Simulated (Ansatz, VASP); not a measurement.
**Ti: VASP beside Ansatz**

Contents of INCAR:

```
SYSTEM = Ti
PREC = Accurate ; ENCUT = 520
EDIFF = 1E-6 ; ISMEAR = 0
SIGMA = 0.15 ; LREAL = .False.
LASPH = .True. ; NELM = 100
ALGO = Fast ; ISIF = 2
LWAVE = .False. ; LCHARG = .False.
NBANDS = 12
```

Contents of KPOINTS:

```
Automatic mesh
0
Gamma
  22 22 22
  0 0 0
```

POSCAR

```
Ti
1.0
   -1.5896847914      1.5896847914      1.7486532705
    1.5896847914     -1.5896847914      1.7486532705
    1.5896847914      1.5896847914     -1.7486532705
Ti
1
Direct
    0.0000000000      0.0000000000      0.0000000000
```

Input for Ansatz:

```yaml
crystal:
  lattice:
    - [-1.5896847914, 1.5896847914, 1.7486532705]
    - [1.5896847914, -1.5896847914, 1.7486532705]
    - [1.5896847914, 1.5896847914, -1.7486532705]
  atoms:
    - { symbol: Ti, position: [0.0, 0.0, 0.0] }
basis:
  ecutwfc: 420
kpoints:
  mp_grid: { grid: [22, 22, 22] }
hamiltonian:
  xc: lda
scf:
  occupations: { method: gaussian, width: 0.15 }
output:
  forces: true
  stress: true
  eigenvalues: true
```

Alike in both runs: task single point; functional LDA; k mesh 22 × 22 × 22; occupations gaussian, width 0.15 eV; no spin polarisation.

|  | VASP | Ansatz |
| --- | --- | --- |
| version | VASP 6.6.1 | Ansatz 0.2.0 |
| potentials or method | VASP PAW LDA potentials, release 64 (Ti_sv), cutoff 520 eV | scalar-relativistic, plane waves, PAW |
| valence electrons in the cell | 12 | 12 |

VASP gave:

```
gap on the k mesh at the Fermi level (eV)                     : none
pressure (GPa)                                                : -10.7
traceless stress, the component that is largest in VASP (GPa) : 1.11
```

Task: Estimate Ansatz's values.

Result: gap on the k mesh at the Fermi level (eV): none; pressure (GPa): -10.6; traceless stress, the component that is largest in VASP (GPa): 1.12.

LDA's correlation is that of Perdew and Zunger in VASP and of Perdew and Wang (1992) in Ansatz. A gap of «none» marks a metal or a gap that the smearing closes.
